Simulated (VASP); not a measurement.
# Sr (P6_3/mmc) in VASP: further runs

Runs on Sr. Level: LDA. Tasks: single point.

All numbers are computed with VASP 6.6.1; they aren't measurements. Logs are shortened: lines on timing, memory, paths and dates and some standing lists are left out, and cuts for length are marked.

## (1) The cell of the first run

It takes space group P6_3/mmc (No. 194, hexagonal). Conventional cell: a = 4.051 Å, b = 4.051 Å, c = 7.050 Å, α = 90.00°, β = 90.00°, γ = 120.00°. Within 5.3 Å of Sr (site symmetry -6m2) lie 12 Sr at 4.05 to 4.23 Å.

## (2) Single point, LDA (strain -0.0600 x Voigt [1, 1, 0, 0, 0, 0])

INCAR reads:

```
ALGO = Normal
EDIFF = 1E-7
ENCUT = 520
GGA = CA
ISIF = 2
ISMEAR = 0
LASPH = True
LCHARG = True
LELF = True
LREAL = False
LVHAR = True
LWAVE = False
NBANDS = 17
NELM = 100
PREC = Accurate
SIGMA = 0.15
```

KPOINTS reads:

```
k-points
0
Gamma
  15 15 8
```

POSCAR reads:

```
Sr
1.0
    4.0514002074      0.0000000000      0.0000000000
   -2.0257001037      3.5086155005      0.0000000000
    0.0000000000      0.0000000000      7.0500000000
Sr
2
Direct
    0.3333333333      0.6666666667      0.2500000000
    0.6666666667      0.3333333333      0.7500000000
```

Potentials or basis: VASP PAW LDA potentials, release 64 (Sr_sv).

Started as:

```
cat potpaw_LDA.64/Sr_sv/POTCAR > POTCAR
mpirun -np 1 vasp_std > vasp.out
```

OUTCAR:

```text
EDIFF = 1E-7
   ENCUT = 520
   GGA = CA
   ISIF = 2
   ISMEAR = 0
   LASPH = True
   LREAL = False
   NELM = 100
   PREC = Accurate

 ion  position               nearest neighbor table
   1  0.333  0.667  0.250-   2 4.23   2 4.23   2 4.23   2 4.23   2 4.23   2 4.23
   2  0.667  0.333  0.750-   1 4.23   1 4.23   1 4.23   1 4.23   1 4.23   1 4.23

  LATTYP: Found a hexagonal cell.
 ALAT       =     4.0514002074
 C/A-ratio  =     1.7401391221

  Lattice vectors:

 A1 = (   4.0514002074,   0.0000000000,   0.0000000000)
 A2 = (  -2.0257001037,   3.5086155005,   0.0000000000)
 A3 = (   0.0000000000,   0.0000000000,   7.0500000000)

Analysis of symmetry for initial positions (statically):
=====================================================================
 Subroutine PRICEL returns:
 Original cell was already a primitive cell.

 Routine SETGRP: Setting up the symmetry group for a
 hexagonal supercell.

 Subroutine GETGRP returns: Found 24 space group operations
 (whereof 12 operations were pure point group operations)
 out of a pool of 24 trial point group operations.

The static configuration has the point symmetry D_3d.
 The point group associated with its full space group is D_6h.

Analysis of symmetry for dynamics (positions and initial velocities):
=====================================================================
 Subroutine PRICEL returns:
 Original cell was already a primitive cell.

 Routine SETGRP: Setting up the symmetry group for a
 hexagonal supercell.

 Subroutine GETGRP returns: Found 24 space group operations
 (whereof 12 operations were pure point group operations)
 out of a pool of 24 trial point group operations.

The dynamic configuration has the point symmetry D_3d.
 The point group associated with its full space group is D_6h.

 Subroutine INISYM returns: Found 24 space group operations
 (whereof 12 operations are pure point group operations),
 and found     1 'primitive' translations

----------------------------------------------------------------------------------------

                                     Primitive cell

  volume of cell :     100.2144

  direct lattice vectors                    reciprocal lattice vectors
     4.051400207  0.000000000  0.000000000     0.246828244  0.142506353  0.000000000
    -2.025700104  3.508615500  0.000000000     0.000000000  0.285012707  0.000000000
     0.000000000  0.000000000  7.050000000     0.000000000  0.000000000  0.141843972

  length of vectors
     4.051400207  4.051400207  7.050000000     0.285012707  0.285012707  0.141843972

  position of ions in fractional coordinates (direct lattice)
     0.333333333  0.666666667  0.250000000
     0.666666667  0.333333333  0.750000000

  ion indices of the primitive-cell ions
   primitive index   ion index
                 1           1
                 2           2

----------------------------------------------------------------------------------------

 KPOINTS: k-points

Automatic generation of k-mesh.
 Grid dimensions read from file:
 generate k-points for:   15   15    8

 Generating k-lattice:

  Cartesian coordinates                     Fractional coordinates (reciprocal lattice)
     0.016455216  0.009500424  0.000000000     0.066666667  0.000000000  0.000000000
     0.000000000  0.019000847  0.000000000     0.000000000  0.066666667  0.000000000
     0.000000000  0.000000000  0.017730496     0.000000000  0.000000000  0.125000000

  Length of vectors
     0.019000847  0.019000847  0.017730496

  Shift w.r.t. Gamma in fractional coordinates (k-lattice)
     0.000000000  0.000000000  0.000000000

 Subroutine IBZKPT returns following result:
 ===========================================

 Found    135 irreducible k-points:

 Following reciprocal coordinates:
            Coordinates               Weight
  0.000000  0.000000  0.000000      1.000000
  0.066667  0.000000  0.000000      6.000000
  0.133333  0.000000  0.000000      6.000000
  0.200000  0.000000  0.000000      6.000000
  0.266667  0.000000  0.000000      6.000000
  0.333333  0.000000  0.000000      6.000000
[... 16 lines left out ...]
  0.333333  0.200000  0.000000     12.000000
  0.400000  0.200000  0.000000      6.000000
 [... further k-points ...]
   k-points           NKPTS =    135   k-points in BZ     NKDIM =    135   number of bands    NBANDS=     17
   number of dos      NEDOS =    301   number of ions     NIONS =      2
   total plane-waves  NPLWV =  48600
   dimension x,y,z NGX =    30 NGY =   30 NGZ =   54
   dimension x,y,z NGXF=    60 NGYF=   60 NGZF=  108
   ions per type =               2
   NGX,Y,Z   is equivalent  to a cutoff of  12.31, 12.31, 12.73 a.u.
   NGXF,Y,Z  is equivalent  to a cutoff of  24.62, 24.62, 25.47 a.u.
 SYSTEM =  unknown system
   PREC   = accura    normal or accurate (medium, high low for compatibility)
   ISTART =      0    job   : 0-new  1-cont  2-samecut
   ICHARG =      2    charge: 1-file 2-atom 10-const
   ISPIN  =      1    spin polarized calculation?
   LNONCOLLINEAR =      F non collinear calculations
   LSORBIT =      F    spin-orbit coupling
   LASPH  =      T    aspherical Exc in radial PAW
   ENCUT  =  520.0 eV  38.22 Ry    6.18 a.u.   7.53  7.53 13.11*2*pi/ulx,y,z
   NELM   =    100;   NELMIN=  2; NELMDL= -5     # of ELM steps
   EDIFF  = 0.1E-06   stopping-criterion for ELM
   LREAL  =      F    real-space projection
   EDIFFG = 0.1E-05   stopping-criterion for IOM
   NSW    =      0    number of steps for IOM
   IBRION =     -1    ionic relax: 0-MD 1-quasi-New 2-CG
   NFREE  =      0    steps in history (QN), initial steepest desc. (CG)
   ISIF   =      2    stress and relaxation
   ISYM   =      2    0-nonsym 1-usesym 2-fastsym
   POTIM  = 0.5000    time-step for ionic-motion
   TEBEG  =    0.0;   TEEND  =   0.0 temperature during run
   PSTRESS=    0.0 pullay stress
   NELECT =      20.0000    total number of electrons
   NUPDOWN=      -1.0000    fix difference up-down
   EMIN   =  10.00;   EMAX   =-10.00  energy-range for DOS
   EFERMI =   0.00;   METHOD = LEGACY
   ISMEAR =     0;   SIGMA  =   0.15  broadening in eV -4-tet -1-fermi 0-gaus
   EFERMI_NEDOS =   21; number of points for ismear=-14 and -15
   IALGO  =     38    algorithm
   IMIX   =      4    mixing-type and parameters
     AMIX     =   0.40;   BMIX     =  1.00
     AMIX_MAG =   1.60;   BMIX_MAG =  1.00
  volume/ion in A,a.u.               =      50.11       338.14
  Fermi-wavevector in a.u.,A,eV,Ry     =   0.956698  1.807897 12.453016  0.915271
  Thomas-Fermi vector in A             =   2.085649
   LORBIT       =      0    0 simple, 1 ext, 2 COOP (PROOUT), +10 PAW based schemes
   GGA     = CA    functional components
   LHFCALC =     F    Hartree Fock is set to
   AEXX    =    0.0000 exact exchange contribution
   IVDW    =     0    specifies the selected vdW correction
   LEPSILON=     F    determine dielectric tensor
   LRPA    =     F    only Hartree local field effects (RPA)
 non-spin polarized calculation
 Gauss-broadening in eV      SIGMA  =   0.15
  energy-cutoff  :      520.00
  volume of cell :      100.21
 maximum number of plane-waves:      2730
 NGX is ok and might be reduce to    30
   NGX = 15   NGY = 15   NGZ = 27

 number of electron      20.0000001 magnetization

 Free energy of the ion-electron system (eV)
  ---------------------------------------------------
  ext. energy  EPLUGINS =         0.00000000
  ---------------------------------------------------
  free energy    TOTEN  =        -3.77359673 eV

  energy without entropy =       -3.74453949  energy(sigma->0) =       -3.75906811

 E-fermi :   1.7252     XC(G=0):  -7.8527

 val. band max:        1.7192690625   @ k =   0.1333   0.0000   0.0000
 cond. band min:       1.7270861609   @ k =   0.3333   0.0667   0.0000
 fundamental gap:      0.0078170984
 Fermi energy:         1.7251782041

 k-point     1 :       0.0000    0.0000    0.0000
  band No.  band energies     occupation
      1     -34.5389      2.00000
      2     -34.5223      2.00000
      3     -16.7451      2.00000
      4     -16.5205      2.00000
      5     -16.5205      2.00000
      6     -16.5087      2.00000
[... 9 lines left out ...]
     16       4.4807      0.00000
     17       5.3255      0.00000

 k-point     2 :       0.0667    0.0000    0.0000
  band No.  band energies     occupation
      1     -34.5379      2.00000
      2     -34.5216      2.00000
      3     -16.7412      2.00000
      4     -16.5320      2.00000
      5     -16.5237      2.00000
      6     -16.5094      2.00000
[... 9 lines left out ...]
     16       4.5530      0.00000
     17       5.1716      0.00000

 k-point     3 :       0.1333    0.0000    0.0000
  band No.  band energies     occupation
      1     -34.5350      2.00000
      2     -34.5197      2.00000
      3     -16.7298      2.00000
      4     -16.5645      2.00000
      5     -16.5394      2.00000
      6     -16.5328      2.00000
[... 9 lines left out ...]
     16       4.7673      0.00000
     17       4.7719      0.00000

 k-point     4 :       0.2000    0.0000    0.0000
  band No.  band energies     occupation
      1     -34.5307      2.00000
      2     -34.5169      2.00000
      3     -16.7121      2.00000
      4     -16.6124      2.00000
      5     -16.5869      2.00000
      6     -16.5459      2.00000
[... 9 lines left out ...]
     16       4.7458      0.00000
     17       4.7973      0.00000
[... 343 lines left out ...]
      1     -34.5153      2.00000
      2     -34.5087      2.00000
      3     -16.7275      2.00000
      4     -16.7112      2.00000
      5     -16.6383      2.00000
      6     -16.6170      2.00000
[... 9 lines left out ...]
     16       5.2080      0.00000
     17       5.6624      0.00000

 k-point    23 :       0.3333    0.2000    0.0000
  band No.  band energies     occupation
      1     -34.5122      2.00000
      2     -34.5078      2.00000
      3     -16.7474      2.00000
      4     -16.7199      2.00000
      5     -16.6373      2.00000
      6     -16.6191      2.00000
[... 9 lines left out ...]
     16       5.4523      0.00000
     17       5.7306      0.00000

 k-point    24 :       0.4000    0.2000    0.0000
  band No.  band energies     occupation
      1     -34.5110      2.00000
      2     -34.5076      2.00000
      3     -16.7543      2.00000
      4     -16.7222      2.00000
      5     -16.6453      2.00000
      6     -16.6100      2.00000
[... 9 lines left out ...]
     16       5.6505      0.00000
     17       5.7664      0.00000

 [... further k-points ...]
[... 5 lines left out ...]
  --------------------------------------------------------------------------------------
  -------------------------------------------------------------------------------------
  Total        0.1311471      0.1311471     -0.8404652      0.0000000      0.0000000      0.0000000
  in kB        2.0967136      2.0967136    -13.4369376      0.0000000      0.0000000      0.0000000
  external PRESSURE =      -3.0811701 kB  Pullay stress =       0.0000000 kB

 VOLUME and BASIS-vectors are now :
 -----------------------------------------------------------------------------
  energy-cutoff  :      520.00
  volume of cell :      100.21
      direct lattice vectors                 reciprocal lattice vectors
     4.051400207  0.000000000  0.000000000     0.246828244  0.142506353  0.000000000
    -2.025700104  3.508615500  0.000000000     0.000000000  0.285012707  0.000000000
     0.000000000  0.000000000  7.050000000     0.000000000  0.000000000  0.141843972

 POSITION                                       TOTAL-FORCE (eV/Angst)
 -----------------------------------------------------------------------------------
     -0.00000      2.33908      1.76250         0.000000     -0.000000     -0.000000
      2.02570      1.16954      5.28750        -0.000000      0.000000      0.000000
 -----------------------------------------------------------------------------------
    total drift:                               -0.000000      0.000000     -0.000000

  FREE ENERGIE OF THE ION-ELECTRON SYSTEM (eV)
  ---------------------------------------------------
  free  energy   TOTEN  =        -3.7735967332 eV

  energy  without entropy=       -3.7445394916  energy(sigma->0) =       -3.75906811
```

Wall time 2 min (1 thread of AMD EPYC 9R45 (Zen 5), shared host); peak memory 0.28 GiB.

Results:

| Quantity | Value |
| --- | --- |
| Free energy | -3.7736 eV |
| Pressure | -0.3 GPa |
| Band gap on the k mesh | zero (band 10 reaches 1.93 eV, above the bottom of band 11 at 1.65 eV) |

Stress tensor (GPa, compression positive):
```
 0.21  0.00  0.00
 0.00  0.21  0.00
 0.00  0.00 -1.34
```

Levels at points of the mesh, in eV from the Fermi level:
```
           k point  band 8  band 9  band 10  band 11  band 12  band 13
(0.00, 0.00, 0.00)  -18.22   -3.78    -1.39     0.04     1.98     2.40
(0.00, 0.00, 0.50)  -18.23   -2.85    -2.85     1.07     1.07     2.43
```

Caveat: the cell differs from its parent crystal (strain -0.0600 x Voigt [1, 1, 0, 0, 0, 0]).

[end of part 1 of 2]
